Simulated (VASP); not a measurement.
# Ga3Cl (I4/mmm) in VASP: notebook

Runs on Ga3Cl. Level: PBE. Tasks: single point, relaxation of cell and atoms.

Program: VASP 6.6.1. These are calculated values, not measurements. Logs are shortened: lines on timing, memory, paths and dates and some standing lists are left out, and cuts for length are marked.

## 1. The cell of the first run

The structure is tetragonal, space group I4/mmm (No. 139). The conventional cell has a = 4.103 Å, b = 4.103 Å, c = 10.957 Å, α = 90.00°, β = 90.00°, γ = 90.00°. Ga (site symmetry 4/mmm) has 4 Cl at 2.90 Å and 8 Ga at 3.42 Å within 3.8 Å. Ga (site symmetry -4m2) has 8 Ga at 2.90 to 3.42 Å and 4 Cl at 3.42 Å within 3.8 Å. Within 3.8 Å of Cl (site symmetry 4/mmm) lie 12 Ga at 2.90 to 3.42 Å.

## 2. Single point, PBE

INCAR reads:

```
SYSTEM = Ga3Cl
PREC     = Accurate       ! precision mode
ENCUT    = 520            ! plane-wave cutoff, eV
EDIFF    = 1E-6           ! SCF threshold, eV
ISMEAR   = 1              ! smearing method
SIGMA    = 0.2427         ! smearing width, eV
LREAL    = .False.        ! projectors in reciprocal space
LASPH    = .True.         ! aspherical terms in the spheres
NELM     = 80             ! most SCF steps
ALGO     = Normal         ! electronic algorithm
ISIF     = 2              ! what is computed and relaxed
LWAVE    = .False.        ! write WAVECAR
LCHARG   = .True.         ! write CHGCAR
GGA      = PE             ! functional
LELF     = .True.         ! ELF
LVHAR    = .True.       
NBANDS   = 31             ! bands
```

KPOINTS reads:

```
regular mesh
0
Gamma
  5 5 5
  0 0 0
```

POSCAR reads:

```
Ga3Cl
1.0
    0.0000000000      4.1031134173      0.0000000000
    4.1031134173      0.0000000000      0.0000000000
    2.0515567086      2.0515567086     -5.4785608568
Ga Cl
3 1
Direct
    0.5000000000      0.5000000000      0.0000000000
    0.7500000000      0.2500000000      0.5000000000
    0.2500000000      0.7500000000      0.5000000000
    0.0000000000      0.0000000000      0.0000000000
```

Potentials or basis: VASP PAW PBE potentials, release 64 (Ga_d, Cl).

On the command line:

```bash
cat potpaw_PBE.64/Ga_d/POTCAR potpaw_PBE.64/Cl/POTCAR > POTCAR
mpirun -np 1 vasp_std > vasp.out
```

OUTCAR:

```text
SYSTEM = Ga3Cl
   PREC = Accurate
   ENCUT = 520
   EDIFF = 1E-6
   ISMEAR = 1
   LREAL = .False.
   LASPH = .True.
   NELM = 80
   ISIF = 2
   GGA = PE

 ion  position               nearest neighbor table
   1  0.500  0.500  0.000-
   2  0.750  0.250  0.500-   3 2.90   3 2.90   3 2.90   3 2.90
   3  0.250  0.750  0.500-   2 2.90   2 2.90   2 2.90   2 2.90
   4  0.000  0.000  0.000-

  LATTYP: Found a body centered tetragonal cell.
 ALAT       =     4.1031134173
 C/A-ratio  =     2.6704408578

  Lattice vectors:

 A1 = (  -2.0515567086,   2.0515567087,   5.4785608568)
 A2 = (   2.0515567087,  -2.0515567086,   5.4785608568)
 A3 = (   2.0515567086,   2.0515567086,  -5.4785608568)

Analysis of symmetry for initial positions (statically):
=====================================================================
 Subroutine PRICEL returns:
 Original cell was already a primitive cell.

 Routine SETGRP: Setting up the symmetry group for a
 body centered tetragonal supercell.

 Subroutine GETGRP returns: Found 16 space group operations
 (whereof 16 operations were pure point group operations)
 out of a pool of 16 trial point group operations.

The static configuration has the point symmetry D_4h.

Analysis of symmetry for dynamics (positions and initial velocities):
=====================================================================
 Subroutine PRICEL returns:
 Original cell was already a primitive cell.

 Routine SETGRP: Setting up the symmetry group for a
 body centered tetragonal supercell.

 Subroutine GETGRP returns: Found 16 space group operations
 (whereof 16 operations were pure point group operations)
 out of a pool of 16 trial point group operations.

The dynamic configuration has the point symmetry D_4h.

 Subroutine INISYM returns: Found 16 space group operations
 (whereof 16 operations are pure point group operations),
 and found     1 'primitive' translations

----------------------------------------------------------------------------------------

                                     Primitive cell

  volume of cell :      92.2345

  direct lattice vectors                    reciprocal lattice vectors
     0.000000000  4.103113417  0.000000000     0.000000000  0.243717367  0.091264844
     4.103113417  0.000000000  0.000000000     0.243717367  0.000000000  0.091264844
     2.051556709  2.051556709 -5.478560857     0.000000000  0.000000000 -0.182529687

  length of vectors
     4.103113417  4.103113417  6.199386979     0.260244936  0.260244936  0.182529687

  position of ions in fractional coordinates (direct lattice)
     0.500000000  0.500000000  0.000000000
     0.750000000  0.250000000  0.500000000
     0.250000000  0.750000000  0.500000000
     0.000000000  0.000000000  0.000000000

  ion indices of the primitive-cell ions
   primitive index   ion index
                 1           1
                 2           2
                 3           3
                 4           4

----------------------------------------------------------------------------------------

 KPOINTS: regular mesh

Automatic generation of k-mesh.
 Grid dimensions read from file:
 generate k-points for:    5    5    5

 Generating k-lattice:

  Cartesian coordinates                     Fractional coordinates (reciprocal lattice)
     0.000000000  0.048743473  0.018252969     0.200000000  0.000000000 -0.000000000
     0.048743473  0.000000000  0.018252969     0.000000000  0.200000000 -0.000000000
     0.000000000  0.000000000 -0.036505937     0.000000000  0.000000000  0.200000000

  Length of vectors
     0.052048987  0.052048987  0.036505937

  Shift w.r.t. Gamma in fractional coordinates (k-lattice)
     0.000000000  0.000000000  0.000000000

 Subroutine IBZKPT returns following result:
 ===========================================

 Found     18 irreducible k-points:

 Following reciprocal coordinates:
            Coordinates               Weight
  0.000000  0.000000  0.000000      1.000000
  0.200000  0.000000 -0.000000      8.000000
  0.400000  0.000000 -0.000000      8.000000
  0.200000  0.200000 -0.000000      8.000000
  0.400000  0.200000  0.000000     16.000000
 -0.400000  0.200000 -0.000000     16.000000
[... 10 lines left out ...]
  0.000000  0.000000  0.400000      2.000000
 -0.200000  0.000000  0.400000      4.000000
   k-points           NKPTS =     18   k-points in BZ     NKDIM =     18   number of bands    NBANDS=     31
   number of dos      NEDOS =    301   number of ions     NIONS =      4
   total plane-waves  NPLWV =  49152
   dimension x,y,z NGX =    32 NGY =   32 NGZ =   48
   dimension x,y,z NGXF=    64 NGYF=   64 NGZF=   96
   ions per type =               3   1
   NGX,Y,Z   is equivalent  to a cutoff of  12.97, 12.97, 12.87 a.u.
   NGXF,Y,Z  is equivalent  to a cutoff of  25.93, 25.93, 25.74 a.u.
 SYSTEM =  Ga3Cl
   PREC   = accura    normal or accurate (medium, high low for compatibility)
   ISTART =      0    job   : 0-new  1-cont  2-samecut
   ICHARG =      2    charge: 1-file 2-atom 10-const
   ISPIN  =      1    spin polarized calculation?
   LNONCOLLINEAR =      F non collinear calculations
   LSORBIT =      F    spin-orbit coupling
   LASPH  =      T    aspherical Exc in radial PAW
   ENCUT  =  520.0 eV  38.22 Ry    6.18 a.u.   7.63  7.63 11.53*2*pi/ulx,y,z
   NELM   =     80;   NELMIN=  2; NELMDL= -5     # of ELM steps
   EDIFF  = 0.1E-05   stopping-criterion for ELM
   LREAL  =      F    real-space projection
   EDIFFG = 0.1E-04   stopping-criterion for IOM
   NSW    =      0    number of steps for IOM
   IBRION =     -1    ionic relax: 0-MD 1-quasi-New 2-CG
   NFREE  =      0    steps in history (QN), initial steepest desc. (CG)
   ISIF   =      2    stress and relaxation
   ISYM   =      2    0-nonsym 1-usesym 2-fastsym
   POTIM  = 0.5000    time-step for ionic-motion
   TEBEG  =    0.0;   TEEND  =   0.0 temperature during run
   PSTRESS=    0.0 pullay stress
   NELECT =      46.0000    total number of electrons
   NUPDOWN=      -1.0000    fix difference up-down
   EMIN   =  10.00;   EMAX   =-10.00  energy-range for DOS
   EFERMI =   0.00;   METHOD = LEGACY
   ISMEAR =     1;   SIGMA  =   0.24  broadening in eV -4-tet -1-fermi 0-gaus
   EFERMI_NEDOS =   21; number of points for ismear=-14 and -15
   IALGO  =     38    algorithm
   IMIX   =      4    mixing-type and parameters
     AMIX     =   0.40;   BMIX     =  1.00
     AMIX_MAG =   1.60;   BMIX_MAG =  1.00
  volume/ion in A,a.u.               =      23.06       155.61
  Fermi-wavevector in a.u.,A,eV,Ry     =   1.298264  2.453363 22.932467  1.685489
  Thomas-Fermi vector in A             =   2.429603
   LORBIT       =      0    0 simple, 1 ext, 2 COOP (PROOUT), +10 PAW based schemes
   GGA     = PE    functional components
   LHFCALC =     F    Hartree Fock is set to
   AEXX    =    0.0000 exact exchange contribution
   IVDW    =     0    specifies the selected vdW correction
   LEPSILON=     F    determine dielectric tensor
   LRPA    =     F    only Hartree local field effects (RPA)
 non-spin polarized calculation
 Methfessel and Paxton  Order N= 1 SIGMA  =   0.24
  energy-cutoff  :      520.00
  volume of cell :       92.23
 maximum number of plane-waves:      2501
   NGX = 15   NGY = 15   NGZ = 23

 number of electron      46.0000035 magnetization

 Free energy of the ion-electron system (eV)
  ---------------------------------------------------
  ext. energy  EPLUGINS =         0.00000000
  ---------------------------------------------------
  free energy    TOTEN  =       -10.98193884 eV

  energy without entropy =      -10.98584833  energy(sigma->0) =      -10.98324201

 E-fermi :   4.0914     XC(G=0):  -9.7509

 val. band max:        3.8915343451   @ k =  -0.2000  -0.4000   0.2000
 cond. band min:       4.1050597220   @ k =   0.0000   0.0000   0.2000
 fundamental gap:      0.2135253769
 Fermi energy:         4.0914225876

 k-point     1 :       0.0000    0.0000    0.0000
  band No.  band energies     occupation
      1     -12.1415      2.00000
      2     -11.0680      2.00000
      3     -11.0248      2.00000
      4     -10.9755      2.00000
      5     -10.9618      2.00000
      6     -10.9618      2.00000
[... 23 lines left out ...]
     30      12.9356      0.00000
     31      12.9387      0.00000

 k-point     2 :       0.2000    0.0000   -0.0000
  band No.  band energies     occupation
      1     -12.0753      2.00000
      2     -11.0341      2.00000
      3     -11.0083      2.00000
      4     -10.9579      2.00000
      5     -10.9574      2.00000
      6     -10.9512      2.00000
[... 23 lines left out ...]
     30      10.9810      0.00000
     31      11.4473      0.00000

 k-point     3 :       0.4000    0.0000   -0.0000
  band No.  band energies     occupation
      1     -11.9608      2.00000
      2     -10.9737      2.00000
      3     -10.9545      2.00000
      4     -10.9505      2.00000
      5     -10.9441      2.00000
      6     -10.9314      2.00000
[... 23 lines left out ...]
     30       8.7947     -0.00000
     31      10.9546      0.00000

 k-point     4 :       0.2000    0.2000   -0.0000
  band No.  band energies     occupation
      1     -12.0306      2.00000
      2     -11.0387      2.00000
      3     -10.9722      2.00000
      4     -10.9681      2.00000
      5     -10.9490      2.00000
      6     -10.9361      2.00000
[... 431 lines left out ...]
     30       8.7832     -0.00000
     31      11.8380      0.00000

 k-point    17 :       0.0000    0.0000    0.4000
  band No.  band energies     occupation
      1     -12.1209      2.00000
      2     -11.0671      2.00000
      3     -11.0298      2.00000
      4     -10.9816      2.00000
      5     -10.9816      2.00000
      6     -10.9752      2.00000
[... 23 lines left out ...]
     30       9.7860      0.00000
     31      10.4203      0.00000

 k-point    18 :      -0.2000    0.0000    0.4000
  band No.  band energies     occupation
      1     -12.0586      2.00000
      2     -11.0333      2.00000
      3     -11.0140      2.00000
      4     -10.9739      2.00000
      5     -10.9731      2.00000
      6     -10.9576      2.00000
[... 23 lines left out ...]
     30      10.3027      0.00000
     31      10.7012      0.00000

------------------------ aborting loop because EDIFF is reached ----------------------------------------

  FORCE on cell =-STRESS in cart. coord.  units (eV):
  Direction    XX          YY          ZZ          XY          YZ          ZX
  --------------------------------------------------------------------------------------
  -------------------------------------------------------------------------------------
  Total        0.0370503      0.0370503     -0.0232590      0.0000000     -0.0000000     -0.0000000
  in kB        0.6435888      0.6435888     -0.4040242      0.0000000     -0.0000000     -0.0000000
  external PRESSURE =       0.2943845 kB  Pullay stress =       0.0000000 kB

 VOLUME and BASIS-vectors are now :
 -----------------------------------------------------------------------------
  energy-cutoff  :      520.00
  volume of cell :       92.23
      direct lattice vectors                 reciprocal lattice vectors
     0.000000000  4.103113417  0.000000000     0.000000000  0.243717367  0.091264844
     4.103113417  0.000000000  0.000000000     0.243717367  0.000000000  0.091264844
     2.051556709  2.051556709 -5.478560857     0.000000000  0.000000000 -0.182529687

 POSITION                                       TOTAL-FORCE (eV/Angst)
 -----------------------------------------------------------------------------------
      2.05156      2.05156      0.00000         0.000000      0.000000      0.000000
      2.05156      4.10311     -2.73928        -0.000000     -0.000000      0.000000
      4.10311      2.05156     -2.73928         0.000000      0.000000      0.000000
      0.00000      0.00000      0.00000         0.000000      0.000000      0.000000
 -----------------------------------------------------------------------------------
    total drift:                               -0.000000     -0.000000      0.000000

  FREE ENERGIE OF THE ION-ELECTRON SYSTEM (eV)
  ---------------------------------------------------
  free  energy   TOTEN  =       -10.9819388445 eV

  energy  without entropy=      -10.9858483303  energy(sigma->0) =      -10.98324201
```

It took 35 s on 1 thread of Intel Xeon Platinum 8375C at 2.90GHz (Ice Lake), shared host; peak memory 0.22 GiB.

What came out:

```
Free energy            : -10.9819 eV
Pressure               : 0.0 GPa
Band gap on the k mesh : zero (band 23 reaches 4.93 eV, above the bottom of band 24 at 3.21 eV)
```

Stress tensor (GPa, compression positive):
```
 0.06  0.00  0.00
 0.00  0.06  0.00
 0.00  0.00 -0.04
```

## 3. Relaxation of cell and atoms, PBE

This run uses another cell than the first one, of 18.05 Å³/atom, 0.783 times its volume.

INCAR reads:

```
SYSTEM = Ga3Cl
  PREC = Accurate
  ENCUT = 600
  EDIFF = 1E-6
  ISMEAR = 1
  SIGMA = 0.2427
  LREAL = .FALSE.
  LASPH = .TRUE.
  NELM = 60
  ALGO = Normal
  ISIF = 3
  LWAVE = .FALSE.
  LCHARG = .FALSE.
  GGA = PE
  IBRION = 2
  NSW = 60
  EDIFFG = -0.01
```

KPOINTS reads:

```
Automatic mesh
0
G
  5 5 5
  0 0 0
```

POSCAR reads:

```
Ga3Cl
1.0
    0.0000000000      3.9717920000      0.0000000000
    3.9717920000      0.0000000000      0.0000000000
    1.9858960000      1.9858960000     -4.5777650000
Ga Cl
3 1
Direct
    0.5000000000      0.5000000000      0.0000000000
    0.7500000000      0.2500000000      0.5000000000
    0.2500000000      0.7500000000      0.5000000000
    0.0000000000      0.0000000000      0.0000000000
```

Potentials or basis: VASP PAW PBE potentials, release 64 (Ga_d, Cl).

On the command line:

```bash
cat potpaw_PBE.64/Ga_d/POTCAR potpaw_PBE.64/Cl/POTCAR > POTCAR
mpirun -np 1 vasp_std > vasp.out
```

Wall time 3.6 min (1 thread of Intel Xeon Platinum 8375C at 2.90GHz (Ice Lake), shared host); peak memory 0.23 GiB.

The run converged. Its results:

| Item | Value |
| --- | --- |
| Free energy | -10.9764 eV |
| Relaxed volume | 23.01 Å³/atom |
| Relaxed cell | a = 4.105 Å, b = 4.105 Å, c = 6.184 Å, α = 70.61°, β = 70.61°, γ = 90.00° |
| Space group after relaxing (to 0.05 Å) | I4/mmm (No. 139) |
| Energy gained by relaxing | 144.8 meV/atom |
| Ionic steps | 11 |
| Pressure after relaxing | 0.0 GPa |
| Band gap on the k mesh | zero (band 23 reaches 4.95 eV, above the bottom of band 24 at 3.24 eV) |

The path:
```tsv
step	energy change (eV)	largest force (eV/Å)	pressure (GPa)	volume (Å³)
1	0.0000	0.0000	11.18	72.21
2	-0.4876	0.0000	1.28	86.19
3	-0.5034	0.0000	-0.01	89.89
4	-0.5032	0.0000	-0.15	90.27
5	-0.5121	0.0000	-0.17	90.38
6	-0.5393	0.0000	-0.05	90.66
7	-0.5779	0.0000	0.33	90.94
8	-0.5779	0.0000	0.37	90.94
9	-0.5780	0.0000	0.34	90.94
10	-0.5783	0.0000	-0.28	92.97
11	-0.5791	0.0000	0.01	92.03
```

Final structure:
```cif
data_structure
_symmetry_space_group_name_H-M 'P 1'
_symmetry_Int_Tables_number 1
_cell_length_a 4.1054
_cell_length_b 4.1054
_cell_length_c 6.1843
_cell_angle_alpha 70.615
_cell_angle_beta 70.615
_cell_angle_gamma 90.000
_cell_volume 92.03
loop_
_atom_site_label
_atom_site_type_symbol
_atom_site_fract_x
_atom_site_fract_y
_atom_site_fract_z
_atom_site_occupancy
Ga1 Ga 0.50000 0.50000 0.00000 1
Ga2 Ga 0.75000 0.25000 0.50000 1
Ga3 Ga 0.25000 0.75000 0.50000 1
Cl1 Cl 0.00000 0.00000 0.00000 1
```

Levels at points of the mesh, in eV from the Fermi level:
```csv
k point,band 19,band 20,band 21,band 22,band 23,band 24,band 25,band 26,band 27
"(0.00, 0.00, 0.00)",-4.42,-4.42,-4.09,-0.99,-0.42,0.22,0.22,2.78,4.51
```

Caveat: the volume moved by over 15 % at a fixed basis, so the end points are rough.
